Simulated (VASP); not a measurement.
Wanted: the native input for a VASP 6.6.1 run.

```yaml
Task: single point
Functional: PBE
Potentials_or_basis: VASP PAW PBE potentials, release 64 (Sr_sv, O)
Cutoff: 600 eV
k_mesh: 8 × 8 × 8
Occupations: gaussian, width 0.02 eV
Spin: no spin polarisation
Dipole_correction: no
Further_INCAR_settings: ALGO = Normal; EDIFF = 1e-06; NBANDS = 15
```

The structure of SrO lies in POSCAR:

```
SrO
1.0
    0.0000000000      2.8492000000      2.8492000000
    2.8492000000      0.0000000000      2.8492000000
    2.8492000000      2.8492000000      0.0000000000
Sr O
1 1
Direct
    0.0000000000      0.0000000000      0.0000000000
    0.2500000000      0.2500000000      0.2500000000
```

One way to write it, as run:

INCAR

```
PREC = Accurate
ENCUT = 600
EDIFF = 1E-6
ISMEAR = 0
SIGMA = 0.02
LREAL = False
LASPH = True
NELM = 120
ALGO = Normal
ISIF = 2
LWAVE = False
LCHARG = False
GGA = PE
NBANDS = 15
GGA_COMPAT = False
```

KPOINTS

```
Automatic mesh
0
Gamma
  8 8 8
```

Potentials or basis: VASP PAW PBE potentials, release 64 (Sr_sv, O).

Launch:

```console
$ cat potpaw_PBE.64/Sr_sv/POTCAR potpaw_PBE.64/O/POTCAR > POTCAR
$ mpirun -np 1 vasp_std > vasp.out
```

It gave:

| Property | Result |
| --- | --- |
| Pressure | -2.2 GPa |
| Band gap on the k mesh | 2.37 eV (least direct gap 3.09 eV) |

Run time: 19 s on 1 thread of Intel(R) Xeon(R) Platinum 8488C (Sapphire Rapids) (shared host), peak memory 0.18 GiB.
